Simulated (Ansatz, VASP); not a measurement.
# GaSb: VASP beside Ansatz

Contents of POSCAR:

```
GaSb
1.0
    0.0000000000      3.0572779504      3.0572779504
    3.0572779504      0.0000000000      3.0572779504
    3.0572779504      3.0572779504      0.0000000000
Ga Sb
1 1
Direct
    0.0000000000      0.0000000000      0.0000000000
    0.2500000000      0.2500000000      0.2500000000
```

Contents of INCAR.step1:

```
SYSTEM = GaSb
  PREC = Accurate
  ENCUT = 520
  EDIFF = 1E-5
  ISMEAR = -1
  SIGMA = 0.1
  LREAL = .FALSE.
  LASPH = .TRUE.
  NELM = 60
  ALGO = Normal
  ISIF = 2
  LWAVE = .TRUE.
  LCHARG = .FALSE.
  GGA = PE
  NBANDS = 16
```

The input INCAR.step2:

```
SYSTEM = GaSb
  PREC = Accurate
  ENCUT = 520
  EDIFF = 1E-6
  ISMEAR = -1
  SIGMA = 0.1
  LREAL = .FALSE.
  LASPH = .TRUE.
  NELM = 60
  ALGO = Normal
  ISIF = 2
  LWAVE = .FALSE.
  LCHARG = .FALSE.
  GGA = PE
  LHFCALC = .TRUE.
  HFSCREEN = 0.2079
  PRECFOCK = Normal
  ISTART = 1
  NBANDS = 16
```

File KPOINTS:

```
regular mesh
0
G
  4 4 4
  0 0 0
```

Input for Ansatz:

```yaml
crystal:
  lattice:
    - [0.0, 3.057277950449, 3.057277950449]
    - [3.057277950449, 0.0, 3.057277950449]
    - [3.057277950449, 3.057277950449, 0.0]
  atoms:
    - { symbol: Ga, position: [0.0, 0.0, 0.0] }
    - { symbol: Sb, position: [0.25, 0.25, 0.25] }
kpoints:
  mp_grid: { grid: [4, 4, 4] }
hamiltonian:
  xc: hse06
  pseudopotentials: { kind: paw, source: ansatz }
scf:
  occupations: { method: fermi_dirac, width: 0.1 }
  convergence: { dr2_threshold: "1e-10 eV" }
  exx: { energy_threshold: "2e-8 eV", singularity: regularized }
output:
  forces: true
  stress: true
  eigenvalues: true
```

Alike in both runs: task single point; functional HSE06; k mesh 4 × 4 × 4; occupations fermi-dirac, width 0.1 eV; no spin polarisation.

|  | VASP | Ansatz |
| --- | --- | --- |
| version | VASP 6.6.1 | Ansatz 0.2.0 development build |
| potentials or method | VASP PAW PBE potentials, release 64 (Ga_d, Sb) | plane waves |
| plane-wave cutoff (eV) | 520 | 1020 |
| valence electrons in the cell | 18 | 42 |

|  | VASP | Ansatz | Ansatz less VASP |
| --- | --- | --- | --- |
| gap on the k mesh at the Fermi level (eV) | 0.91 | 0.90 | -0.009 |

VASP's potentials hold 18 valence electrons a cell and Ansatz's 42, so a difference there can come from the potentials and not from the codes.

The k mesh is coarse, so the values compare programs but aren't converged. Neither program's run includes spin-orbit coupling.
